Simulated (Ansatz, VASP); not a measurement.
**Two plane-wave programs on Ga**

Contents of INCAR:

```
SYSTEM = Ga
PREC     = Accurate       ! precision mode
ENCUT    = 520            ! plane-wave cutoff, eV
EDIFF    = 1E-7           ! SCF threshold, eV
ISMEAR   = -1             ! smearing method
SIGMA    = 0.05           ! smearing width, eV
LREAL    = .False.        ! projectors in reciprocal space
LASPH    = .True.         ! aspherical terms in the spheres
NELM     = 100            ! most SCF steps
ALGO     = Normal         ! electronic algorithm
ISIF     = 2              ! what is computed and relaxed
LWAVE    = .False.        ! write WAVECAR
LCHARG   = .False.        ! write CHGCAR
GGA      = PE             ! functional
NBANDS   = 12             ! bands
```

File KPOINTS:

```
regular mesh
0
Gamma
  13 13 13
  0 0 0
```

File POSCAR:

```
Ga
1.0
   -1.3656883352      1.3656883352      2.2799872528
    1.3656883352     -1.3656883352      2.2799872528
    1.3656883352      1.3656883352     -2.2799872528
Ga
1
Direct
    0.0000000000      0.0000000000      0.0000000000
```

File input.yaml:

```yaml
crystal:
  lattice:
    - [-1.3656883352, 1.3656883352, 2.2799872528]
    - [1.3656883352, -1.3656883352, 2.2799872528]
    - [1.3656883352, 1.3656883352, -2.2799872528]
  atoms:
    - { symbol: Ga, position: [0.0, 0.0, 0.0] }
hamiltonian:
  xc: pbe
  pseudopotentials: { kind: paw }
kpoints:
  mp_grid: { grid: [13, 13, 13] }
scf:
  occupations: { method: fermi_dirac, width: 0.05 }
output:
  forces: true
  stress: true
  eigenvalues: true
```

Alike in both runs: task single point; functional PBE; k mesh 13 × 13 × 13; occupations fermi-dirac, width 0.05 eV; no spin polarisation.

|  | VASP | Ansatz |
| --- | --- | --- |
| version | VASP 6.6.1 | Ansatz 0.2.0 |
| potentials or method | VASP PAW PBE potentials, release 64 (Ga_d) | Ansatz PAW |
| plane-wave cutoff (eV) | 520 | 420 |
| valence electrons in the cell | 13 | 13 |

|  | VASP | Ansatz | Ansatz less VASP |
| --- | --- | --- | --- |
| gap on the k mesh at the Fermi level (eV) | none | none | - |
| pressure (GPa) | 6.7 | 6.5 | -0.12 |
| traceless stress, the component that is largest in VASP (GPa) | -0.67 | -0.62 | +0.044 |

A gap of «none» marks a metal or a gap that the smearing closes.
